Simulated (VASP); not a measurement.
A run of VASP 6.6.1 is set up as follows.

Contents of INCAR:

```
ALGO     = Normal         # electronic algorithm
EDIFF    = 1E-6           # SCF threshold, eV
ENCUT    = 520            # plane-wave cutoff, eV
GGA      = PE             # functional
ISIF     = 2              # what is computed and relaxed
ISMEAR   = -1             # smearing method
LASPH    = T              # aspherical terms in the spheres
LCHARG   = F              # write CHGCAR
LREAL    = F              # projectors in reciprocal space
LWAVE    = F              # write WAVECAR
NBANDS   = 14             # bands
NELM     = 60             # most SCF steps
PREC     = Accurate       # precision mode
SIGMA    = 0.1            # smearing width, eV
```

Contents of KPOINTS:

```
k-points
0
Gamma
  10 10 10
```

The input POSCAR:

```
I
1.0
    0.0000000000      3.1672481260      3.1672481260
    3.1672481260      0.0000000000      3.1672481260
    3.1672481260      3.1672481260      0.0000000000
I
2
Direct
   -0.1250000000     -0.1250000000     -0.1250000000
    0.1250000000      0.1250000000      0.1250000000
```

Potentials or basis: VASP PAW PBE potentials, release 64 (I).

The run is started by

```bash
$ cat potpaw_PBE.64/I/POTCAR > POTCAR
$ mpirun -np 1 vasp_std > vasp.out
```

Task: Estimate the band gap on the k mesh.

Result: Zero (band 7 reaches 8.83 eV, above the bottom of band 8 at 4.93 eV).

Task: Predict the pressure.

Result: 31.7 GPa.

Caveat: spin-orbit coupling is left out, which moves the levels of the heavy elements.
